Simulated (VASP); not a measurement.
# WC (Fm-3m) in VASP: a series of runs

Runs on WC. Level: LDA. Tasks: single point, relaxation of the atoms.

Everything below comes from runs of VASP 6.6.1. Logs are shortened: lines on timing, memory, paths and dates and some standing lists are left out, and cuts for length are marked.

## 1. The cell of the first run

Symmetry: Fm-3m, No. 225, cubic system. Conventional cell: a = 4.385 Å, b = 4.385 Å, c = 4.385 Å, α = 90.00°, β = 90.00°, γ = 90.00°. W (site symmetry m-3m) has 6 C at 2.19 Å within 2.9 Å. C (site symmetry m-3m) has 6 W at 2.19 Å within 2.9 Å.

## 2. Single point, LDA

Input file INCAR:

```
SYSTEM = WC
  ALGO = Normal
  EDIFF = 1E-6
  ENCUT = 600
  GGA_COMPAT = .False.
  ISIF = 2
  ISMEAR = -1
  LASPH = .True.
  LCHARG = .False.
  LREAL = .False.
  LWAVE = .False.
  NBANDS = 16
  NELM = 120
  PREC = Accurate
  SIGMA = 0.1
```

Input file KPOINTS:

```
Automatic mesh
0
Gamma
  4 4 4
  0.5 0.5 0.5
```

Input file POSCAR:

```
WC
1.0
    0.0000000000      2.1926840000      2.1926840000
    2.1926840000      0.0000000000      2.1926840000
    2.1926840000      2.1926840000      0.0000000000
W C
1 1
Direct
   -0.0012881008     -0.0060355975      0.0088017343
    0.4987198080      0.4939390206      0.5088075014
```

Potentials or basis: VASP PAW LDA potentials, release 64 (W_sv, C).

Run with:

```bash
cat potpaw_LDA.64/W_sv/POTCAR potpaw_LDA.64/C/POTCAR > POTCAR
mpirun -np 1 vasp_std > vasp.out
```

OUTCAR:

```text
SYSTEM = WC
   EDIFF = 1E-6
   ENCUT = 600
   ISIF = 2
   ISMEAR = -1
   LASPH = .True.
   LREAL = .False.
   NELM = 120
   PREC = Accurate

 ion  position               nearest neighbor table
   1  0.999  0.994  0.009-   2 2.19   2 2.19   2 2.19   2 2.19   2 2.19   2 2.19
   2  0.499  0.494  0.509-   1 2.19   1 2.19   1 2.19   1 2.19   1 2.19   1 2.19

  LATTYP: Found a face centered cubic cell.
 ALAT       =     4.3853680000

  Lattice vectors:

 A1 = (   0.0000000000,   2.1926840000,   2.1926840000)
 A2 = (   2.1926840000,   0.0000000000,   2.1926840000)
 A3 = (   2.1926840000,   2.1926840000,   0.0000000000)

Analysis of symmetry for initial positions (statically):
=====================================================================
 Subroutine PRICEL returns:
 Original cell was already a primitive cell.

 Routine SETGRP: Setting up the symmetry group for a
 face centered cubic supercell.

 Subroutine GETGRP returns: Found  6 space group operations
 (whereof  1 operations were pure point group operations)
 out of a pool of 48 trial point group operations.

The static configuration has the point symmetry C_1 .
 The point group associated with its full space group is C_3v.

Analysis of symmetry for dynamics (positions and initial velocities):
=====================================================================
 Subroutine PRICEL returns:
 Original cell was already a primitive cell.

 Routine SETGRP: Setting up the symmetry group for a
 face centered cubic supercell.

 Subroutine GETGRP returns: Found  6 space group operations
 (whereof  1 operations were pure point group operations)
 out of a pool of 48 trial point group operations.

The dynamic configuration has the point symmetry C_1 .
 The point group associated with its full space group is C_3v.

 Subroutine INISYM returns: Found  6 space group operations
 (whereof  1 operations are pure point group operations),
 and found     1 'primitive' translations

----------------------------------------------------------------------------------------

                                     Primitive cell

  volume of cell :      21.0842

  direct lattice vectors                    reciprocal lattice vectors
     0.000000000  2.192684000  2.192684000    -0.228031034  0.228031034  0.228031034
     2.192684000  0.000000000  2.192684000     0.228031034 -0.228031034  0.228031034
     2.192684000  2.192684000  0.000000000     0.228031034  0.228031034 -0.228031034

  length of vectors
     3.100923451  3.100923451  3.100923451     0.394961337  0.394961337  0.394961337

  position of ions in fractional coordinates (direct lattice)
     0.998711899  0.993964402  0.008801734
     0.498719808  0.493939021  0.508807501

  ion indices of the primitive-cell ions
   primitive index   ion index
                 1           1
                 2           2

----------------------------------------------------------------------------------------

 KPOINTS: Automatic mesh

Automatic generation of k-mesh.
 Grid dimensions read from file:
 generate k-points for:    4    4    4

 Generating k-lattice:

  Cartesian coordinates                     Fractional coordinates (reciprocal lattice)
    -0.057007759  0.057007759  0.057007759     0.250000000  0.000000000  0.000000000
     0.057007759 -0.057007759  0.057007759     0.000000000  0.250000000  0.000000000
     0.057007759  0.057007759 -0.057007759     0.000000000  0.000000000  0.250000000

  Length of vectors
     0.098740334  0.098740334  0.098740334

  Shift w.r.t. Gamma in fractional coordinates (k-lattice)
     0.500000000  0.500000000  0.500000000

 Subroutine IBZKPT returns following result:
 ===========================================

 Found     30 irreducible k-points:

 Following reciprocal coordinates:
            Coordinates               Weight
  0.125000  0.125000  0.125000      6.000000
  0.000000  0.125000  0.000000      2.000000
  0.375000  0.125000  0.125000     12.000000
  0.125000  0.375000  0.125000      6.000000
  0.250000  0.375000  0.250000      6.000000
 -0.375000  0.125000  0.125000     12.000000
[... 16 lines left out ...]
 -0.375000 -0.375000  0.125000     12.000000
 -0.375000  0.125000 -0.375000      6.000000
 [... further k-points ...]
   k-points           NKPTS =     30   k-points in BZ     NKDIM =     30   number of bands    NBANDS=     16
   number of dos      NEDOS =    301   number of ions     NIONS =      2
   total plane-waves  NPLWV =  21952
   dimension x,y,z NGX =    28 NGY =   28 NGZ =   28
   dimension x,y,z NGXF=    56 NGYF=   56 NGZF=   56
   ions per type =               1   1
   NGX,Y,Z   is equivalent  to a cutoff of  15.01, 15.01, 15.01 a.u.
   NGXF,Y,Z  is equivalent  to a cutoff of  30.02, 30.02, 30.02 a.u.
 SYSTEM =  WC
   PREC   = accura    normal or accurate (medium, high low for compatibility)
   ISTART =      0    job   : 0-new  1-cont  2-samecut
   ICHARG =      2    charge: 1-file 2-atom 10-const
   ISPIN  =      1    spin polarized calculation?
   LNONCOLLINEAR =      F non collinear calculations
   LSORBIT =      F    spin-orbit coupling
   LASPH  =      T    aspherical Exc in radial PAW
   ENCUT  =  600.0 eV  44.10 Ry    6.64 a.u.   6.19  6.19  6.19*2*pi/ulx,y,z
   NELM   =    120;   NELMIN=  2; NELMDL= -5     # of ELM steps
   EDIFF  = 0.1E-05   stopping-criterion for ELM
   LREAL  =      F    real-space projection
   EDIFFG = 0.1E-04   stopping-criterion for IOM
   NSW    =      0    number of steps for IOM
   IBRION =     -1    ionic relax: 0-MD 1-quasi-New 2-CG
   NFREE  =      0    steps in history (QN), initial steepest desc. (CG)
   ISIF   =      2    stress and relaxation
   ISYM   =      2    0-nonsym 1-usesym 2-fastsym
   POTIM  = 0.5000    time-step for ionic-motion
   TEBEG  =    0.0;   TEEND  =   0.0 temperature during run
   PSTRESS=    0.0 pullay stress
   NELECT =      18.0000    total number of electrons
   NUPDOWN=      -1.0000    fix difference up-down
   EMIN   =  10.00;   EMAX   =-10.00  energy-range for DOS
   EFERMI =   0.00;   METHOD = LEGACY
   ISMEAR =    -1;   SIGMA  =   0.10  broadening in eV -4-tet -1-fermi 0-gaus
   EFERMI_NEDOS =   21; number of points for ismear=-14 and -15
   IALGO  =     38    algorithm
   IMIX   =      4    mixing-type and parameters
     AMIX     =   0.40;   BMIX     =  1.00
     AMIX_MAG =   1.60;   BMIX_MAG =  1.00
  volume/ion in A,a.u.               =      10.54        71.14
  Fermi-wavevector in a.u.,A,eV,Ry     =   1.553029  2.934800 32.815887  2.411900
  Thomas-Fermi vector in A             =   2.657319
   LORBIT       =      0    0 simple, 1 ext, 2 COOP (PROOUT), +10 PAW based schemes
   GGA     = CA    functional components
   LHFCALC =     F    Hartree Fock is set to
   AEXX    =    0.0000 exact exchange contribution
   IVDW    =     0    specifies the selected vdW correction
   LEPSILON=     F    determine dielectric tensor
   LRPA    =     F    only Hartree local field effects (RPA)
 non-spin polarized calculation
  energy-cutoff  :      600.00
  volume of cell :       21.08
 maximum number of plane-waves:       709
 NGX is ok and might be reduce to    28
   NGX = 13   NGY = 13   NGZ = 13

 number of electron      18.0000000 magnetization

 Free energy of the ion-electron system (eV)
  ---------------------------------------------------
  ext. energy  EPLUGINS =         0.00000000
  ---------------------------------------------------
  free energy    TOTEN  =       -23.82715437 eV

  energy without entropy =      -23.79585169  energy(sigma->0) =      -23.81150303

 E-fermi :  12.2345     XC(G=0): -13.8948

 val. band max:       11.8111159926   @ k =  -0.1250   0.1250   0.1250
 cond. band min:      12.3038174963   @ k =  -0.3750   0.3750   0.3750
 fundamental gap:      0.4927015037
 Fermi energy:        12.2345288371

 k-point     1 :       0.1250    0.1250    0.1250
  band No.  band energies     occupation
      1     -62.6899      2.00000
      2     -27.0358      2.00000
      3     -26.9548      2.00000
      4     -26.9548      2.00000
      5      -2.8876      2.00000
      6       8.2581      2.00000
[... 8 lines left out ...]
     15      22.9871      0.00000
     16      32.1130      0.00000

 k-point     2 :       0.0000    0.1250    0.0000
  band No.  band energies     occupation
      1     -62.6899      2.00000
      2     -27.0358      2.00000
      3     -26.9548      2.00000
      4     -26.9548      2.00000
      5      -2.8876      2.00000
      6       8.2581      2.00000
[... 8 lines left out ...]
     15      22.9871      0.00000
     16      32.1130      0.00000

 k-point     3 :       0.3750    0.1250    0.1250
  band No.  band energies     occupation
      1     -62.6682      2.00000
      2     -27.3224      2.00000
      3     -27.0609      2.00000
      4     -26.9800      2.00000
      5      -0.9395      2.00000
      6       5.1351      2.00000
[... 8 lines left out ...]
     15      25.0089      0.00000
     16      26.1396      0.00000

 k-point     4 :       0.1250    0.3750    0.1250
  band No.  band energies     occupation
      1     -62.6682      2.00000
      2     -27.3224      2.00000
      3     -27.0609      2.00000
      4     -26.9800      2.00000
      5      -0.9395      2.00000
      6       5.1351      2.00000
[... 8 lines left out ...]
     15      25.0089      0.00000
     16      26.1396      0.00000
[... 324 lines left out ...]
 k-point    22 :      -0.2500   -0.1250    0.5000
  band No.  band energies     occupation
      1     -62.6555      2.00000
      2     -27.4060      2.00000
      3     -27.1517      2.00000
      4     -27.0449      2.00000
      5      -0.0138      2.00000
      6       4.2517      2.00000
[... 8 lines left out ...]
     15      24.0394      0.00000
     16      25.3480      0.00000

 k-point    23 :      -0.3750   -0.3750    0.1250
  band No.  band energies     occupation
      1     -62.6465      2.00000
      2     -27.4447      2.00000
      3     -27.1837      2.00000
      4     -27.1363      2.00000
      5      -0.8361      2.00000
      6       6.1519      2.00000
[... 8 lines left out ...]
     15      24.0108      0.00000
     16      28.1447      0.00000

 k-point    24 :      -0.3750    0.1250   -0.3750
  band No.  band energies     occupation
      1     -62.6465      2.00000
      2     -27.4447      2.00000
      3     -27.1837      2.00000
      4     -27.1363      2.00000
      5      -0.8361      2.00000
      6       6.1519      2.00000
[... 8 lines left out ...]
     15      24.0108      0.00000
     16      28.1447      0.00000

 [... further k-points ...]

------------------------ aborting loop because EDIFF is reached ----------------------------------------

  FORCE on cell =-STRESS in cart. coord.  units (eV):
  Direction    XX          YY          ZZ          XY          YZ          ZX
  --------------------------------------------------------------------------------------
  -------------------------------------------------------------------------------------
  Total       -1.8549707     -1.8549707     -1.8549707     -0.0000043     -0.0000043      0.0000043
  in kB     -140.9579231   -140.9579231   -140.9579231     -0.0003301     -0.0003301      0.0003301
  external PRESSURE =    -140.9579231 kB  Pullay stress =       0.0000000 kB

 VOLUME and BASIS-vectors are now :
 -----------------------------------------------------------------------------
  energy-cutoff  :      600.00
  volume of cell :       21.08
      direct lattice vectors                 reciprocal lattice vectors
     0.000000000  2.192684000  2.192684000    -0.228031034  0.228031034  0.228031034
     2.192684000  0.000000000  2.192684000     0.228031034 -0.228031034  0.228031034
     2.192684000  2.192684000  0.000000000     0.228031034  0.228031034 -0.228031034

 POSITION                                       TOTAL-FORCE (eV/Angst)
 -----------------------------------------------------------------------------------
      2.19875      2.20916      4.36931        -0.000231      0.000231     -0.000231
      2.19871      2.20919      2.17659         0.000231     -0.000231      0.000231
 -----------------------------------------------------------------------------------
    total drift:                                0.001163      0.001367      0.000250

  FREE ENERGIE OF THE ION-ELECTRON SYSTEM (eV)
  ---------------------------------------------------
  free  energy   TOTEN  =       -23.8271543683 eV

  energy  without entropy=      -23.7958516937  energy(sigma->0) =      -23.81150303
```

It took 9.5 s on 1 thread of Intel Xeon 6975P-C (Granite Rapids), shared host; peak memory 0.15 GiB.

Results:

- Free energy: -23.8272 eV
- Pressure: -14.1 GPa
- Band gap on the k mesh: zero (bands 9 and 10 overlap by 2.36 eV)

Levels at points of the mesh, in eV from the Fermi level:
```tsv
k point	band 6	band 7	band 8	band 9	band 10	band 11	band 12	band 13
(0.12, 0.12, 0.12)	-3.98	-3.49	-3.49	-2.03	-2.03	-0.50	1.75	1.75
```

Caveat: the k points lie up to 0.62 Å⁻¹ apart, too coarse for converged energies and pressures of a metal; spin-orbit coupling is left out, which moves the levels of the heavy elements.

## 3. Relaxation of the atoms, LDA

Input file INCAR:

```
SYSTEM = WC
PREC = Accurate
ENCUT = 520
EDIFF = 1E-7
ISMEAR = -1
SIGMA = 0.1
LREAL = .FALSE.
LASPH = .TRUE.
NELM = 120
ALGO = Normal
ISIF = 2
LWAVE = .FALSE.
LCHARG = .FALSE.
GGA = CA
IBRION = 2
NSW = 100
EDIFFG = -0.001
GGA_COMPAT = .FALSE.
NELMIN = 4
```

KPOINTS is that of step 2.

Input file POSCAR:

```
WC
1.0
    0.0000000000      2.1926840000      2.1926840000
    2.1926840000      0.0000000000      2.1926840000
    2.1926840000      2.1926840000      0.0000000000
W C
1 1
Direct
    0.0000000000      0.0000000000      0.0000000000
    0.5000000000      0.5000000000      0.5000000000
```

Potentials or basis: VASP PAW LDA potentials, release 64 (W_sv, C).

Run with:

```bash
cat potpaw_LDA.64/W_sv/POTCAR potpaw_LDA.64/C/POTCAR > POTCAR
mpirun -np 1 vasp_std > vasp.out
```

OUTCAR:

```text
SYSTEM = WC
   PREC = Accurate
   ENCUT = 520
   EDIFF = 1E-7
   ISMEAR = -1
   LREAL = .FALSE.
   LASPH = .TRUE.
   NELM = 120
   ISIF = 2
   GGA = CA
   IBRION = 2
   NSW = 100
   EDIFFG = -0.001
   NELMIN = 4

 ion  position               nearest neighbor table
   1  0.000  0.000  0.000-   2 2.19   2 2.19   2 2.19   2 2.19   2 2.19   2 2.19
   2  0.500  0.500  0.500-   1 2.19   1 2.19   1 2.19   1 2.19   1 2.19   1 2.19

  LATTYP: Found a face centered cubic cell.
 ALAT       =     4.3853680000

  Lattice vectors:

 A1 = (   0.0000000000,   2.1926840000,   2.1926840000)
 A2 = (   2.1926840000,   0.0000000000,   2.1926840000)
 A3 = (   2.1926840000,   2.1926840000,   0.0000000000)

Analysis of symmetry for initial positions (statically):
=====================================================================
 Subroutine PRICEL returns:
 Original cell was already a primitive cell.

 Routine SETGRP: Setting up the symmetry group for a
 face centered cubic supercell.

 Subroutine GETGRP returns: Found 48 space group operations
 (whereof 48 operations were pure point group operations)
 out of a pool of 48 trial point group operations.

The static configuration has the point symmetry O_h .

Analysis of symmetry for dynamics (positions and initial velocities):
=====================================================================
 Subroutine PRICEL returns:
 Original cell was already a primitive cell.

 Routine SETGRP: Setting up the symmetry group for a
 face centered cubic supercell.

 Subroutine GETGRP returns: Found 48 space group operations
 (whereof 48 operations were pure point group operations)
 out of a pool of 48 trial point group operations.

The dynamic configuration has the point symmetry O_h .

 Subroutine INISYM returns: Found 48 space group operations
[... 107 lines left out ...]
   GGA     = CA    functional components
   LHFCALC =     F    Hartree Fock is set to
   AEXX    =    0.0000 exact exchange contribution
   IVDW    =     0    specifies the selected vdW correction
   LEPSILON=     F    determine dielectric tensor
   LRPA    =     F    only Hartree local field effects (RPA)
 conjugate gradient relaxation of ions
 non-spin polarized calculation
  energy-cutoff  :      520.00
  volume of cell :       21.08
 maximum number of plane-waves:       577
   NGX = 11   NGY = 11   NGZ = 11

 number of electron      18.0000001 magnetization

 Free energy of the ion-electron system (eV)
  ---------------------------------------------------
  ext. energy  EPLUGINS =         0.00000000
  ---------------------------------------------------
  free energy    TOTEN  =       -23.82575539 eV

  energy without entropy =      -23.79445372  energy(sigma->0) =      -23.81010455

 E-fermi :  12.2350     XC(G=0): -13.8949

 val. band max:       11.8114367046   @ k =  -0.1250   0.1250   0.1250
 cond. band min:      12.3042542401   @ k =  -0.3750   0.3750   0.3750
 fundamental gap:      0.4928175355
 Fermi energy:        12.2349623838

 k-point     1 :       0.1250    0.1250    0.1250
  band No.  band energies     occupation
      1     -62.6893      2.00000
      2     -27.0354      2.00000
      3     -26.9544      2.00000
      4     -26.9544      2.00000
      5      -2.8869      2.00000
      6       8.2585      2.00000
      7       8.7450      2.00000
      8       8.7450      2.00000
      9      10.2075      2.00000
     10      10.2075      2.00000
     11      11.7345      1.98668
     12      13.9813      0.00000
     13      13.9813      0.00000
[... 130 lines left out ...]
  band No.  band energies     occupation
      1     -62.6497      2.00000
      2     -27.4173      2.00000
      3     -27.2278      2.00000
      4     -27.0551      2.00000
      5       0.3921      2.00000
      6       4.0243      2.00000
      7       6.2695      2.00000
      8       6.4572      2.00000
      9      12.3043      0.66677
     10      12.9401      0.00173
     11      14.3293      0.00000
     12      17.3077      0.00000
     13      19.6679      0.00000

------------------------ aborting loop because EDIFF is reached ----------------------------------------

  FORCE on cell =-STRESS in cart. coord.  units (eV):
  Direction    XX          YY          ZZ          XY          YZ          ZX
  --------------------------------------------------------------------------------------
  -------------------------------------------------------------------------------------
  Total       -1.8430220     -1.8430220     -1.8430220      0.0000000     -0.0000000      0.0000000
  in kB     -140.0499493   -140.0499493   -140.0499493      0.0000000     -0.0000000      0.0000000
  external PRESSURE =    -140.0499493 kB  Pullay stress =       0.0000000 kB

 VOLUME and BASIS-vectors are now :
 -----------------------------------------------------------------------------
  energy-cutoff  :      520.00
  volume of cell :       21.08
      direct lattice vectors                 reciprocal lattice vectors
     0.000000000  2.192684000  2.192684000    -0.228031034  0.228031034  0.228031034
     2.192684000  0.000000000  2.192684000     0.228031034 -0.228031034  0.228031034
     2.192684000  2.192684000  0.000000000     0.228031034  0.228031034 -0.228031034

 POSITION                                       TOTAL-FORCE (eV/Angst)
 -----------------------------------------------------------------------------------
      0.00000      0.00000      0.00000        -0.000000      0.000000     -0.000000
      2.19268      2.19268      2.19268         0.000000     -0.000000      0.000000
 -----------------------------------------------------------------------------------
    total drift:                                0.000000     -0.000000     -0.000000

  FREE ENERGIE OF THE ION-ELECTRON SYSTEM (eV)
  ---------------------------------------------------
  free  energy   TOTEN  =       -23.8257553870 eV

  energy  without entropy=      -23.7944537208  energy(sigma->0) =      -23.81010455

 reached required accuracy - stopping structural energy minimisation
```

It took 2.6 s on 1 thread of Intel Xeon 6975P-C (Granite Rapids), shared host; peak memory 0.12 GiB.

Results:

```
Free energy             : -23.8258 eV
Pressure after relaxing : -14.0 GPa
Band gap on the k mesh  : zero (bands 9 and 10 overlap by 2.36 eV)
```

Final structure:
```xyz
2
Lattice="0.0000 2.1927 2.1927 2.1927 0.0000 2.1927 2.1927 2.1927 0.0000" Properties=species:S:1:pos:R:3 pbc="T T T"
W     0.0000    0.0000    0.0000
C     2.1927    2.1927    2.1927
```

Caveat: the k points lie up to 0.62 Å⁻¹ apart, too coarse for converged energies and pressures of a metal; the relaxation stopped at its first step, so nothing moved; spin-orbit coupling is left out, which moves the levels of the heavy elements.

(Part 1 of 2 ends here.)
